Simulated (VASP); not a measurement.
# SnO (Pmn2_1) in VASP: relaxation of cell and atoms with r2SCAN

Aim: the relaxation of cell and atoms of SnO with r2SCAN.

Everything below comes from runs of VASP 6.6.1. Logs are shortened: lines on timing, memory, paths and dates and some standing lists are left out, and cuts for length are marked.

## 1. The cell of the first run

The structure is orthorhombic, space group Pmn2_1 (No. 31). The conventional cell has a = 3.306 Å, b = 5.870 Å, c = 4.196 Å, α = 90.00°, β = 90.00°, γ = 90.00°. Sn (site symmetry m) has 3 O at 2.11 to 2.13 Å within 2.8 Å. O (site symmetry m) has 3 Sn at 2.11 to 2.13 Å and 4 O at 2.91 Å within 3.0 Å.

## 2. Relaxation of cell and atoms, r2SCAN

POSCAR

```
SnO
1.0
    3.3062091429      0.0000000000      0.0000000000
    0.0000000000      5.8704114033      0.0000000000
    0.0000000000      0.0000000000      4.1959164450
Sn O
2 2
Direct
    0.0000000000      0.2218139301      0.5091530866
    0.5000000000      0.7781860699      0.0091530866
    0.0000000000      0.9022398377      0.7408479134
    0.5000000000      0.0977601623      0.2408479134
```

INCAR.step1

```
  ALGO = Normal
  EDIFF = 1E-4
  ENCUT = 600
  GGA = PE
  ISMEAR = 0
  LASPH = True
  LCHARG = False
  LREAL = False
  LWAVE = True
  NELM = 60
  PREC = Accurate
  SIGMA = 0.02
```

INCAR.step2

```
  ALGO = Normal
  EDIFF = 1E-6
  EDIFFG = -0.02
  ENCUT = 600
  IBRION = 2
  ISIF = 3
  ISMEAR = 0
  ISTART = 1
  LASPH = True
  LCHARG = False
  LMIXTAU = True
  LREAL = False
  LWAVE = False
  METAGGA = R2SCAN
  NELM = 60
  NSW = 90
  PREC = Accurate
  SIGMA = 0.02
```

KPOINTS

```
k-points
0
Gamma
  8 4 6
```

Potentials or basis: VASP PAW PBE potentials, release 64 (Sn_d, O).

Command:

```
$ cat potpaw_PBE.64/Sn_d/POTCAR potpaw_PBE.64/O/POTCAR > POTCAR
$ cp INCAR.step1 INCAR
$ mpirun -np 1 vasp_std > vasp.out
$ cp INCAR.step2 INCAR
$ mpirun -np 1 vasp_std > vasp.out
```

OUTCAR:

```text
EDIFF = 1E-6
   EDIFFG = -0.02
   ENCUT = 600
   IBRION = 2
   ISIF = 3
   ISMEAR = 0
   ISTART = 1
   LASPH = True
   LREAL = False
   METAGGA = R2SCAN
   NELM = 60
   NSW = 90
   PREC = Accurate

 ion  position               nearest neighbor table
   1  0.000  0.222  0.509-   3 2.11   4 2.13   4 2.13   2 3.73   2 3.73   2 3.73   2 3.73
   2  0.500  0.778  0.009-   4 2.11   3 2.13   3 2.13   1 3.73   1 3.73   1 3.73   1 3.73
   3  0.000  0.902  0.741-   1 2.11   2 2.13   2 2.13
   4  0.500  0.098  0.241-   2 2.11   1 2.13   1 2.13

  LATTYP: Found a simple orthorhombic cell.
 ALAT       =     3.3062091429
 B/A-ratio  =     1.2691019423
 C/A-ratio  =     1.7755717045

  Lattice vectors:

 A1 = (  -3.3062091429,   0.0000000000,   0.0000000000)
 A2 = (   0.0000000000,   0.0000000000,   4.1959164450)
 A3 = (   0.0000000000,   5.8704114033,   0.0000000000)

Analysis of symmetry for initial positions (statically):
=====================================================================
 Subroutine PRICEL returns:
 Original cell was already a primitive cell.

 Routine SETGRP: Setting up the symmetry group for a
 simple orthorhombic supercell.

 Subroutine GETGRP returns: Found  4 space group operations
 (whereof  2 operations were pure point group operations)
 out of a pool of  8 trial point group operations.

The static configuration has the point symmetry C_1h.
 The point group associated with its full space group is C_2v.

Analysis of symmetry for dynamics (positions and initial velocities):
=====================================================================
 Subroutine PRICEL returns:
 Original cell was already a primitive cell.

 Routine SETGRP: Setting up the symmetry group for a
 simple orthorhombic supercell.

 Subroutine GETGRP returns: Found  4 space group operations
 (whereof  2 operations were pure point group operations)
 out of a pool of  8 trial point group operations.

The dynamic configuration has the point symmetry C_1h.
 The point group associated with its full space group is C_2v.

 Subroutine INISYM returns: Found  4 space group operations
 (whereof  2 operations are pure point group operations),
 and found     1 'primitive' translations

----------------------------------------------------------------------------------------

                                     Primitive cell

  volume of cell :      81.4377

  direct lattice vectors                    reciprocal lattice vectors
     3.306209143  0.000000000  0.000000000     0.302461205  0.000000000  0.000000000
     0.000000000  5.870411403  0.000000000     0.000000000  0.170345812  0.000000000
     0.000000000  0.000000000  4.195916445     0.000000000  0.000000000  0.238326957

  length of vectors
     3.306209143  5.870411403  4.195916445     0.302461205  0.170345812  0.238326957

  position of ions in fractional coordinates (direct lattice)
     0.000000000  0.221813930  0.509153087
     0.500000000  0.778186070  0.009153087
     0.000000000  0.902239838  0.740847913
     0.500000000  0.097760162  0.240847913

  ion indices of the primitive-cell ions
   primitive index   ion index
                 1           1
                 2           2
                 3           3
                 4           4

----------------------------------------------------------------------------------------

 KPOINTS: k-points

Automatic generation of k-mesh.
 Grid dimensions read from file:
 generate k-points for:    8    4    6

 Generating k-lattice:

  Cartesian coordinates                     Fractional coordinates (reciprocal lattice)
     0.037807651  0.000000000  0.000000000     0.125000000  0.000000000  0.000000000
     0.000000000  0.042586453  0.000000000     0.000000000  0.250000000  0.000000000
     0.000000000  0.000000000  0.039721160     0.000000000  0.000000000  0.166666667

  Length of vectors
     0.037807651  0.042586453  0.039721160

  Shift w.r.t. Gamma in fractional coordinates (k-lattice)
     0.000000000  0.000000000  0.000000000

 Subroutine IBZKPT returns following result:
 ===========================================

 Found     60 irreducible k-points:

 Following reciprocal coordinates:
            Coordinates               Weight
  0.000000  0.000000  0.000000      1.000000
  0.125000  0.000000  0.000000      2.000000
  0.250000  0.000000  0.000000      2.000000
  0.375000  0.000000  0.000000      2.000000
  0.500000  0.000000  0.000000      1.000000
  0.000000  0.250000  0.000000      2.000000
[... 16 lines left out ...]
  0.250000  0.250000  0.166667      8.000000
  0.375000  0.250000  0.166667      8.000000
 [... further k-points ...]
   k-points           NKPTS =     60   k-points in BZ     NKDIM =     60   number of bands    NBANDS=     24
   number of dos      NEDOS =    301   number of ions     NIONS =      4
   total plane-waves  NPLWV =  48384
   dimension x,y,z NGX =    28 NGY =   48 NGZ =   36
   dimension x,y,z NGXF=    56 NGYF=   96 NGZF=   72
   ions per type =               2   2
   NGX,Y,Z   is equivalent  to a cutoff of  14.08, 13.59, 14.26 a.u.
   NGXF,Y,Z  is equivalent  to a cutoff of  28.16, 27.19, 28.53 a.u.
 SYSTEM =  unknown system
   PREC   = accura    normal or accurate (medium, high low for compatibility)
   ISTART =      1    job   : 0-new  1-cont  2-samecut
   ICHARG =      0    charge: 1-file 2-atom 10-const
   ISPIN  =      1    spin polarized calculation?
   LNONCOLLINEAR =      F non collinear calculations
   LSORBIT =      F    spin-orbit coupling
   LASPH  =      T    aspherical Exc in radial PAW
   ENCUT  =  600.0 eV  44.10 Ry    6.64 a.u.   6.60 11.72  8.38*2*pi/ulx,y,z
   NELM   =     60;   NELMIN=  2; NELMDL=  0     # of ELM steps
   EDIFF  = 0.1E-05   stopping-criterion for ELM
   LREAL  =      F    real-space projection
   EDIFFG = -.2E-01   stopping-criterion for IOM
   NSW    =     90    number of steps for IOM
   IBRION =      2    ionic relax: 0-MD 1-quasi-New 2-CG
   NFREE  =      1    steps in history (QN), initial steepest desc. (CG)
   ISIF   =      3    stress and relaxation
   ISYM   =      2    0-nonsym 1-usesym 2-fastsym
   POTIM  = 0.5000    time-step for ionic-motion
   TEBEG  =    0.0;   TEEND  =   0.0 temperature during run
   PSTRESS=    0.0 pullay stress
   NELECT =      40.0000    total number of electrons
   NUPDOWN=      -1.0000    fix difference up-down
   EMIN   =  10.00;   EMAX   =-10.00  energy-range for DOS
   EFERMI =   0.00;   METHOD = LEGACY
   ISMEAR =     0;   SIGMA  =   0.02  broadening in eV -4-tet -1-fermi 0-gaus
   EFERMI_NEDOS =   21; number of points for ismear=-14 and -15
   IALGO  =     38    algorithm
   IMIX   =      4    mixing-type and parameters
     AMIX     =   0.40;   BMIX     =  1.00
     AMIX_MAG =   1.60;   BMIX_MAG =  1.00
  volume/ion in A,a.u.               =      20.36       137.39
  Fermi-wavevector in a.u.,A,eV,Ry     =   1.291674  2.440910 22.700257  1.668422
  Thomas-Fermi vector in A             =   2.423429
   LORBIT       =      0    0 simple, 1 ext, 2 COOP (PROOUT), +10 PAW based schemes
   METAGGA = R2SCAN    functional components
   LHFCALC =     F    Hartree Fock is set to
   AEXX    =    0.0000 exact exchange contribution
   IVDW    =     0    specifies the selected vdW correction
   LEPSILON=     F    determine dielectric tensor
   LRPA    =     F    only Hartree local field effects (RPA)
 conjugate gradient relaxation of ions
 non-spin polarized calculation
 Gauss-broadening in eV      SIGMA  =   0.02
  energy-cutoff  :      600.00
  volume of cell :       81.44
 maximum number of plane-waves:      2755
 NGX is ok and might be reduce to    28
   NGX = 13   NGY = 23   NGZ = 17

--------------------------------------- Ionic step        1  -------------------------------------------

 number of electron      40.0000011 magnetization

 Free energy of the ion-electron system (eV)
  ---------------------------------------------------
  ext. energy  EPLUGINS =         0.00000000
  ---------------------------------------------------
  free energy    TOTEN  =       -66.60667220 eV

  energy without entropy =      -66.60667220  energy(sigma->0) =      -66.60667220

 E-fermi :   4.6332     XC(G=0): -10.0114

 val. band max:        4.4935367991   @ k =   0.1250   0.0000   0.0000
 cond. band min:       6.4172945329   @ k =   0.3750   0.5000   0.0000
 fundamental gap:      1.9237577338
 Fermi energy:         4.6332078391

 k-point     1 :       0.0000    0.0000    0.0000
  band No.  band energies     occupation
      1     -17.5348      2.00000
      2     -17.0191      2.00000
      3     -16.8783      2.00000
      4     -16.8673      2.00000
      5     -16.8378      2.00000
      6     -16.8005      2.00000
[... 16 lines left out ...]
     23      10.8268      0.00000
     24      11.1588      0.00000

 k-point     2 :       0.1250    0.0000    0.0000
  band No.  band energies     occupation
      1     -17.5303      2.00000
      2     -17.0359      2.00000
      3     -16.9301      2.00000
      4     -16.8694      2.00000
      5     -16.8444      2.00000
      6     -16.7922      2.00000
[... 701 lines left out ...]
 VOLUME and BASIS-vectors are now :
 -----------------------------------------------------------------------------
  energy-cutoff  :      600.00
  volume of cell :       81.71
      direct lattice vectors                 reciprocal lattice vectors
     3.310458640  0.000000000  0.000000000     0.302072948  0.000000000  0.000000000
     0.000000000  5.877567195  0.000000000     0.000000000  0.170138421  0.000000000
     0.000000000  0.000000000  4.199402025     0.000000000  0.000000000  0.238129142

 POSITION                                       TOTAL-FORCE (eV/Angst)
 -----------------------------------------------------------------------------------
      0.00000      1.30628      2.13819         0.000000      0.014504     -0.018382
      1.65523      4.57129      0.03849         0.000000     -0.014504     -0.018382
      0.00000      5.30284      3.11107         0.000000     -0.001045      0.018382
      1.65523      0.57473      1.01137         0.000000      0.001045      0.018382
 -----------------------------------------------------------------------------------
    total drift:                                0.000000     -0.000000     -0.001865

  FREE ENERGIE OF THE ION-ELECTRON SYSTEM (eV)
  ---------------------------------------------------
  free  energy   TOTEN  =       -66.6073084802 eV

  energy  without entropy=      -66.6073084802  energy(sigma->0) =      -66.60730848

--------------------------------------- Ionic step        4  -------------------------------------------

 number of electron      40.0000013 magnetization

 Free energy of the ion-electron system (eV)
  ---------------------------------------------------
  ext. energy  EPLUGINS =         0.00000000
  ---------------------------------------------------
  free energy    TOTEN  =       -66.60740041 eV

  energy without entropy =      -66.60740041  energy(sigma->0) =      -66.60740041

 E-fermi :   4.5886     XC(G=0):  -9.9989

 val. band max:        4.4610269371   @ k =   0.1250   0.0000   0.0000
 cond. band min:       6.3821726906   @ k =   0.3750   0.5000   0.0000
 fundamental gap:      1.9211457535
 Fermi energy:         4.5886317268

 k-point     1 :       0.0000    0.0000    0.0000
  band No.  band energies     occupation
      1     -17.5472      2.00000
      2     -17.0473      2.00000
      3     -16.9083      2.00000
      4     -16.8977      2.00000
      5     -16.8688      2.00000
      6     -16.8299      2.00000
[... 16 lines left out ...]
     23      10.7782      0.00000
     24      11.1087      0.00000

 k-point     2 :       0.1250    0.0000    0.0000
  band No.  band energies     occupation
      1     -17.5426      2.00000
      2     -17.0612      2.00000
      3     -16.9580      2.00000
      4     -16.8999      2.00000
      5     -16.8751      2.00000
      6     -16.8230      2.00000
[... 625 lines left out ...]
 VOLUME and BASIS-vectors are now :
 -----------------------------------------------------------------------------
  energy-cutoff  :      600.00
  volume of cell :       81.67
      direct lattice vectors                 reciprocal lattice vectors
     3.310960054  0.000000000  0.000000000     0.302027202  0.000000000  0.000000000
     0.000000000  5.875295325  0.000000000     0.000000000  0.170204210  0.000000000
     0.000000000  0.000000000  4.198562643     0.000000000  0.000000000  0.238176749

 POSITION                                       TOTAL-FORCE (eV/Angst)
 -----------------------------------------------------------------------------------
      0.00000      1.30661      2.13697         0.000000      0.012436     -0.010426
      1.65548      4.56869      0.03769         0.000000     -0.012436     -0.010426
      0.00000      5.30073      3.11123         0.000000      0.005887      0.010426
      1.65548      0.57457      1.01195         0.000000     -0.005887      0.010426
 -----------------------------------------------------------------------------------
    total drift:                                0.000000      0.000000     -0.001939

  FREE ENERGIE OF THE ION-ELECTRON SYSTEM (eV)
  ---------------------------------------------------
  free  energy   TOTEN  =       -66.6074004096 eV

  energy  without entropy=      -66.6074004096  energy(sigma->0) =      -66.60740041

 reached required accuracy - stopping structural energy minimisation
```

It took 37 min on 1 thread of Oxide Virtual Turin-like, shared host; peak memory 0.28 GiB.

Results:

```yaml
Free_energy: -66.6074 eV
Relaxed_volume: 20.42 Å³/atom
Relaxed_cell: a = 3.311 Å, b = 5.875 Å, c = 4.199 Å, α = 90.00°, β = 90.00°, γ = 90.00°
Space_group_after_relaxing_to_0.1_Å: Pmn2_1 (No. 31)
Energy_gained_by_relaxing: 0.2 meV/atom
Ionic_steps: 4
Pressure_after_relaxing: 0.0 GPa
Largest_force_after_relaxing: 0.016 eV/Å
Band_gap_on_the_k_mesh: 1.92 eV (least direct gap 2.66 eV)
```

Forces in eV/Å, atoms in the order of the input:
```
Sn   0.000  0.012 -0.010
Sn   0.000 -0.012 -0.010
O    0.000  0.006  0.010
O    0.000 -0.006  0.010
```

The path:
```csv
step,energy change (eV),largest force (eV/Å),pressure (GPa),volume (Å³)
1,0.0000,0.1141,0.39,81.44
2,0.0002,0.1088,-0.55,82.03
3,-0.0006,0.0234,-0.04,81.71
4,-0.0007,0.0162,-0.04,81.67
```

Final structure:
```
Sn O
1.0
     3.31096    0.00000    0.00000
     0.00000    5.87530    0.00000
     0.00000    0.00000    4.19856
Sn O
2 2
Direct
  0.00000 0.22239 0.50898
  0.50000 0.77761 0.00898
  0.00000 0.90221 0.74102
  0.50000 0.09779 0.24102
```

Levels at points of the mesh, in eV from the valence-band top:
```tsv
k point	band 16	band 17	band 18	band 19	band 20	band 21	band 22	band 23	band 24
(0.00, 0.00, 0.00)	-4.14	-3.91	-2.88	-2.22	-0.01	3.16	3.53	6.32	6.65
(0.50, 0.00, 0.00)	-4.78	-2.87	-2.87	-1.15	-1.15	2.89	2.89	6.23	6.23
(0.00, 0.50, 0.00)	-4.12	-4.10	-2.89	-1.84	-1.55	3.69	4.59	5.43	5.77
(0.50, 0.50, 0.00)	-4.68	-2.92	-2.92	-0.86	-0.86	2.29	2.29	6.95	6.95
(0.00, 0.00, 0.50)	-3.49	-3.49	-3.49	-1.85	-1.85	3.05	3.05	5.72	5.72
(0.50, 0.00, 0.50)	-4.39	-3.30	-3.30	-0.87	-0.87	2.56	2.56	4.85	4.85
(0.00, 0.50, 0.50)	-3.48	-3.18	-3.18	-1.59	-1.59	2.25	2.25	6.49	6.49
(0.50, 0.50, 0.50)	-4.48	-3.49	-3.49	-0.44	-0.44	2.89	2.89	4.51	4.51
```

Caveat: the PAW data sets were made with another functional, which shifts forces and pressure a little; spin-orbit coupling is left out, which moves the levels of the heavy elements.
